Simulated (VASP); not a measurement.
# Cu in VASP: single point with LDA

Aim: the single point of Cu with LDA.

Everything below comes from runs of VASP 6.6.1. Logs are shortened: lines on timing, memory, paths and dates and some standing lists are left out, and cuts for length are marked.

## (1) The cell of the first run

The cell holds a slab with vacuum, 6 atoms: a = 2.461 Å, b = 2.461 Å, c = 23.958 Å, α = 90.00°, β = 90.00°, γ = 108.22°.

## (2) Single point, LDA

File INCAR:

```
ALGO = Normal
DIPOL = 0.5 0.5 0.500
EDIFF = 1E-6
ENCUT = 520
GGA_COMPAT = False
IDIPOL = 3
ISIF = 2
ISMEAR = -1
LASPH = True
LCHARG = True
LDIPOL = True
LELF = True
LREAL = False
LVACPOTAV = True
LVHAR = True
LWAVE = False
NBANDS = 42
NELM = 120
NELMDL = -8
PREC = Accurate
SIGMA = 0.1
```

File KPOINTS:

```
k-points
0
Gamma
  7 7 1
```

File POSCAR:

```
Cu
1.0
    2.4610780000      0.0000000000      0.0000000000
   -0.7694191290      2.3377123702      0.0000000000
    0.0000000000      0.0000000000     23.9578566596
Cu
6
Direct
    0.0000000000      0.0000000000      0.2921797262
    0.4763471225      0.5236527774      0.3753078357
    0.9526942450      0.0473055548      0.4584359452
    0.4290413676      0.5709583321      0.5415640548
    0.9053884901      0.0946111095      0.6246921643
    0.3817356126      0.6182638869      0.7078202738
```

Potentials or basis: VASP PAW LDA potentials, release 64 (Cu).

On the command line:

```
$ cat potpaw_LDA.64/Cu/POTCAR > POTCAR
$ mpirun -np 1 vasp_std > vasp.out
```

OUTCAR:

```text
EDIFF = 1E-6
   ENCUT = 520
   ISIF = 2
   ISMEAR = -1
   LASPH = True
   LREAL = False
   NELM = 120
   NELMDL = -8
   PREC = Accurate

 ion  position               nearest neighbor table
   1  0.000  0.000  0.292-   2 2.46   2 2.46   2 2.75
   2  0.476  0.524  0.375-   3 2.46   1 2.46   1 2.46   3 2.46   1 2.75   3 2.75
   3  0.953  0.047  0.458-   2 2.46   4 2.46   2 2.46   4 2.46   2 2.75   4 2.75
   4  0.429  0.571  0.542-   5 2.46   3 2.46   5 2.46   3 2.46   5 2.75   3 2.75
   5  0.905  0.095  0.625-   6 2.46   4 2.46   4 2.46   6 2.46   6 2.75   4 2.75
   6  0.382  0.618  0.708-   5 2.46   5 2.46   5 2.75

  LATTYP: Found a base centered orthorhombic cell.
 ALAT       =     2.8855863982
 B/A-ratio  =     1.3819053063
 C/A-ratio  =     8.3025955051

  Lattice vectors:

 A1 = (   2.4610780000,   0.0000000000,   0.0000000000)
 A2 = (  -0.7694191290,   2.3377123702,   0.0000000000)
 A3 = (   0.0000000000,   0.0000000000,  23.9578566596)

Analysis of symmetry for initial positions (statically):
=====================================================================
 Subroutine PRICEL returns:
 Original cell was already a primitive cell.

 Routine SETGRP: Setting up the symmetry group for a
 base centered orthorhombic supercell.

 Subroutine GETGRP returns: Found  4 space group operations
 (whereof  2 operations were pure point group operations)
 out of a pool of  8 trial point group operations.

The static configuration has the point symmetry C_1h.
 The point group associated with its full space group is C_2h.

Analysis of symmetry for dynamics (positions and initial velocities):
=====================================================================
 Subroutine PRICEL returns:
 Original cell was already a primitive cell.

 Routine SETGRP: Setting up the symmetry group for a
 base centered orthorhombic supercell.

 Subroutine GETGRP returns: Found  4 space group operations
 (whereof  2 operations were pure point group operations)
 out of a pool of  8 trial point group operations.

The dynamic configuration has the point symmetry C_1h.
 The point group associated with its full space group is C_2h.

 Subroutine INISYM returns: Found  4 space group operations
 (whereof  2 operations are pure point group operations),
 and found     1 'primitive' translations

----------------------------------------------------------------------------------------

                                     Primitive cell

  volume of cell :     137.8366

  direct lattice vectors                    reciprocal lattice vectors
     2.461078000  0.000000000  0.000000000     0.406326008  0.133735445  0.000000000
    -0.769419129  2.337712370  0.000000000     0.000000000  0.427768622  0.000000000
     0.000000000  0.000000000 23.957856660     0.000000000  0.000000000  0.041739961

  length of vectors
     2.461078000  2.461078000 23.957856660     0.427768622  0.427768622  0.041739961

  position of ions in fractional coordinates (direct lattice)
     0.000000000  0.000000000  0.292179726
     0.476347123  0.523652777  0.375307836
     0.952694245  0.047305555  0.458435945
     0.429041368  0.570958332  0.541564055
     0.905388490  0.094611110  0.624692164
     0.381735613  0.618263887  0.707820274

  ion indices of the primitive-cell ions
   primitive index   ion index
                 1           1
                 2           2
                 3           3
                 4           4
                 5           5
                 6           6

----------------------------------------------------------------------------------------

 KPOINTS: k-points

Automatic generation of k-mesh.
 Grid dimensions read from file:
 generate k-points for:    7    7    1

 Generating k-lattice:

  Cartesian coordinates                     Fractional coordinates (reciprocal lattice)
     0.058046573  0.019105064  0.000000000     0.142857143  0.000000000  0.000000000
     0.000000000  0.061109803  0.000000000     0.000000000  0.142857143  0.000000000
     0.000000000  0.000000000  0.041739961     0.000000000  0.000000000  1.000000000

  Length of vectors
     0.061109803  0.061109803  0.041739961

  Shift w.r.t. Gamma in fractional coordinates (k-lattice)
     0.000000000  0.000000000  0.000000000

 Subroutine IBZKPT returns following result:
 ===========================================

 Found     16 irreducible k-points:

 Following reciprocal coordinates:
            Coordinates               Weight
  0.000000  0.000000  0.000000      1.000000
  0.142857  0.000000  0.000000      4.000000
  0.285714  0.000000  0.000000      4.000000
  0.428571 -0.000000  0.000000      4.000000
  0.142857  0.142857  0.000000      2.000000
  0.285714  0.142857  0.000000      4.000000
[... 8 lines left out ...]
  0.428571  0.428571  0.000000      2.000000
 -0.428571  0.428571  0.000000      2.000000
   k-points           NKPTS =     16   k-points in BZ     NKDIM =     16   number of bands    NBANDS=     42
   number of dos      NEDOS =    301   number of ions     NIONS =      6
   total plane-waves  NPLWV =  58320
   dimension x,y,z NGX =    18 NGY =   18 NGZ =  180
   dimension x,y,z NGXF=    36 NGYF=   36 NGZF=  360
   ions per type =               6
   NGX,Y,Z   is equivalent  to a cutoff of  12.16, 12.16, 12.49 a.u.
   NGXF,Y,Z  is equivalent  to a cutoff of  24.32, 24.32, 24.98 a.u.
 SYSTEM =  unknown system
   PREC   = accura    normal or accurate (medium, high low for compatibility)
   ISTART =      0    job   : 0-new  1-cont  2-samecut
   ICHARG =      2    charge: 1-file 2-atom 10-const
   ISPIN  =      1    spin polarized calculation?
   LNONCOLLINEAR =      F non collinear calculations
   LSORBIT =      F    spin-orbit coupling
   LASPH  =      T    aspherical Exc in radial PAW
   ENCUT  =  520.0 eV  38.22 Ry    6.18 a.u.   4.58  4.58 44.55*2*pi/ulx,y,z
   NELM   =    120;   NELMIN=  2; NELMDL= -8     # of ELM steps
   EDIFF  = 0.1E-05   stopping-criterion for ELM
   LREAL  =      F    real-space projection
   EDIFFG = 0.1E-04   stopping-criterion for IOM
   NSW    =      0    number of steps for IOM
   IBRION =     -1    ionic relax: 0-MD 1-quasi-New 2-CG
   NFREE  =      0    steps in history (QN), initial steepest desc. (CG)
   ISIF   =      2    stress and relaxation
   ISYM   =      2    0-nonsym 1-usesym 2-fastsym
   POTIM  = 0.5000    time-step for ionic-motion
   TEBEG  =    0.0;   TEEND  =   0.0 temperature during run
   PSTRESS=    0.0 pullay stress
   NELECT =      66.0000    total number of electrons
   NUPDOWN=      -1.0000    fix difference up-down
   EMIN   =  10.00;   EMAX   =-10.00  energy-range for DOS
   EFERMI =   0.00;   METHOD = LEGACY
   ISMEAR =    -1;   SIGMA  =   0.10  broadening in eV -4-tet -1-fermi 0-gaus
   EFERMI_NEDOS =   21; number of points for ismear=-14 and -15
   IALGO  =     38    algorithm
   IMIX   =      4    mixing-type and parameters
     AMIX     =   0.40;   BMIX     =  1.00
     AMIX_MAG =   1.60;   BMIX_MAG =  1.00
  volume/ion in A,a.u.               =      22.97       155.03
  Fermi-wavevector in a.u.,A,eV,Ry     =   1.280761  2.420287 22.318290  1.640348
  Thomas-Fermi vector in A             =   2.413170
   LORBIT       =      0    0 simple, 1 ext, 2 COOP (PROOUT), +10 PAW based schemes
   GGA     = CA    functional components
   LHFCALC =     F    Hartree Fock is set to
   AEXX    =    0.0000 exact exchange contribution
   IVDW    =     0    specifies the selected vdW correction
   LEPSILON=     F    determine dielectric tensor
   LRPA    =     F    only Hartree local field effects (RPA)
 non-spin polarized calculation
  energy-cutoff  :      520.00
  volume of cell :      137.84
 maximum number of plane-waves:      3763
   NGX =  9   NGY =  9   NGZ = 89

 number of electron      66.0000035 magnetization

 dipolmoment           0.000000      0.000000     -0.000003 electrons x Angstroem

 Free energy of the ion-electron system (eV)
  ---------------------------------------------------
  ext. energy  EPLUGINS =         0.00000000
  ---------------------------------------------------
  free energy    TOTEN  =       -26.66061956 eV

  energy without entropy =      -26.57403949  energy(sigma->0) =      -26.61732953

 E-fermi :   1.4035     XC(G=0):  -7.4321

 val. band max:        1.3876624193   @ k =   0.4286  -0.0000   0.0000
 cond. band min:       1.4593594466   @ k =  -0.4286   0.2857   0.0000
 fundamental gap:      0.0716970273
 Fermi energy:         1.4034593824

 k-point     1 :       0.0000    0.0000    0.0000
  band No.  band energies     occupation
      1      -7.9222      2.00000
      2      -7.2179      2.00000
      3      -6.1305      2.00000
      4      -4.8852      2.00000
      5      -4.0014      2.00000
      6      -3.7947      2.00000
[... 34 lines left out ...]
     41       7.6248      0.00000
     42       9.6635      0.00000

 k-point     2 :       0.1429    0.0000    0.0000
  band No.  band energies     occupation
      1      -7.3411      2.00000
      2      -6.6554      2.00000
      3      -5.6017      2.00000
      4      -4.4064      2.00000
      5      -3.5901      2.00000
      6      -3.4552      2.00000
[... 34 lines left out ...]
     41       8.0604      0.00000
     42      10.2074      0.00000

 k-point     3 :       0.2857    0.0000    0.0000
  band No.  band energies     occupation
      1      -5.7408      2.00000
      2      -5.1747      2.00000
      3      -4.3673      2.00000
      4      -3.5543      2.00000
      5      -2.9813      2.00000
      6      -2.8500      2.00000
[... 537 lines left out ...]
      4      -3.1261      2.00000
      5      -3.0187      2.00000
      6      -2.9496      2.00000
[... 34 lines left out ...]
     41       8.3932      0.00000
     42       8.8742      0.00000

 k-point    16 :      -0.4286    0.4286    0.0000
  band No.  band energies     occupation
      1      -3.7378      2.00000
      2      -3.3704      2.00000
      3      -3.2871      2.00000
      4      -3.2441      2.00000
      5      -3.1167      2.00000
      6      -3.0370      2.00000
[... 34 lines left out ...]
     41       9.7883      0.00000
     42       9.8387      0.00000

------------------------ aborting loop because EDIFF is reached ----------------------------------------

  FORCE on cell =-STRESS in cart. coord.  units (eV):
  Direction    XX          YY          ZZ          XY          YZ          ZX
  --------------------------------------------------------------------------------------
  -------------------------------------------------------------------------------------
  Total       -3.8730362     -4.1409765     -3.5985077     -0.4070391      0.0284448     -0.0393080
  in kB      -45.0191944    -48.1336649    -41.8281451     -4.7313199      0.3306352     -0.4569062
  external PRESSURE =     -44.9936681 kB  Pullay stress =       0.0000000 kB

 VOLUME and BASIS-vectors are now :
 -----------------------------------------------------------------------------
  energy-cutoff  :      520.00
  volume of cell :      137.84
      direct lattice vectors                 reciprocal lattice vectors
     2.461078000  0.000000000  0.000000000     0.406326008  0.133735445  0.000000000
    -0.769419129  2.337712370  0.000000000     0.000000000  0.427768622  0.000000000
     0.000000000  0.000000000 23.957856660     0.000000000  0.000000000  0.041739961

 POSITION                                       TOTAL-FORCE (eV/Angst)
 -----------------------------------------------------------------------------------
      0.00000      0.00000      7.00000         0.002733     -0.001978      0.423461
      0.76942      1.22415      8.99157         0.000686     -0.000497     -0.099921
      2.30826      0.11059     10.98314         0.002125     -0.001537     -0.035911
      0.61660      1.33474     12.97471        -0.002125      0.001537      0.035911
      2.15544      0.22117     14.96629        -0.000686      0.000497      0.099921
      0.46378      1.44532     16.95786        -0.002733      0.001978     -0.423461
 -----------------------------------------------------------------------------------
    total drift:                               -0.000075      0.000387     -0.000415

  FREE ENERGIE OF THE ION-ELECTRON SYSTEM (eV)
  ---------------------------------------------------
  free  energy   TOTEN  =       -26.6606195610 eV

  energy  without entropy=      -26.5740394918  energy(sigma->0) =      -26.61732953

 vacuum level on the upper side and lower side of the slab         6.378         6.378
```

It took 3.8 min on 1 thread of AMD EPYC 7R43 (Zen 3), shared host; peak memory 0.18 GiB.

Results:

- Free energy: -26.6606 eV
- Largest force: 0.423 eV/Å
- Band gap on the k mesh: zero (bands 33 and 34 overlap by 4.95 eV)

Forces on the atoms (eV/Å):
```
Cu   0.003 -0.002  0.423
Cu   0.001  0.000 -0.100
Cu   0.002 -0.002 -0.036
Cu  -0.002  0.002  0.036
Cu  -0.001  0.000  0.100
Cu  -0.003  0.002 -0.423
```

Caveat: the k points lie up to 0.38 Å⁻¹ apart, too coarse for converged energies and pressures of a metal.
